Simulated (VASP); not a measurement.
Wanted: the native input for a VASP 6.6.1 run.

- Task: single point
- Functional: LDA
- Potentials or basis: VASP PAW LDA potentials, release 64 (La, O)
- Cutoff: 520 eV
- k mesh: 6 × 6 × 6
- Occupations: gaussian, width 0.01 eV
- Spin: no spin polarisation
- Dipole correction: no
- Further INCAR settings: ALGO = Normal; EDIFF = 1e-06; NBANDS = 28

The structure of La2O3 lies in POSCAR:

```
La2O3
1.0
    6.2247198065      0.0000000000      0.0000000000
   -3.1123599033      5.3907658018      0.0000000000
    0.0000000000      0.0000000000      3.2776192522
La O
2 3
Direct
    0.3333333333      0.6666666667      0.5000000000
    0.6666666667      0.3333333333      0.5000000000
    0.4919860000      0.4919860000      0.0000000000
    0.0000000000      0.5080140000      0.0000000000
    0.5080140000      0.0000000000      0.0000000000
```

These files were run (other wordings do the same):

INCAR

```
PREC = Accurate
ENCUT = 520
EDIFF = 1E-6
ISMEAR = 0
SIGMA = 0.01
LREAL = False
LASPH = True
NELM = 60
ALGO = Normal
ISIF = 2
LWAVE = False
LCHARG = False
GGA = CA
NBANDS = 28
```

KPOINTS

```
Automatic mesh
0
Gamma
  6 6 6
```

Potentials or basis: VASP PAW LDA potentials, release 64 (La, O).

The run is started by

```console
$ cat potpaw_LDA.64/La/POTCAR potpaw_LDA.64/O/POTCAR > POTCAR
$ mpirun -np 1 vasp_std > vasp.out
```

Results of the run:

| Item | Value |
| --- | --- |
| Pressure | -1.3 GPa |
| Largest force | 0.063 eV/Å |
| Band gap on the k mesh | 1.27 eV (least direct gap 1.86 eV) |

Caveat: spin-orbit coupling is left out, which moves the levels of the heavy elements.

It took 2.2 min on 1 thread of Intel Xeon 8259CL (shared host), peak memory 0.24 GiB.
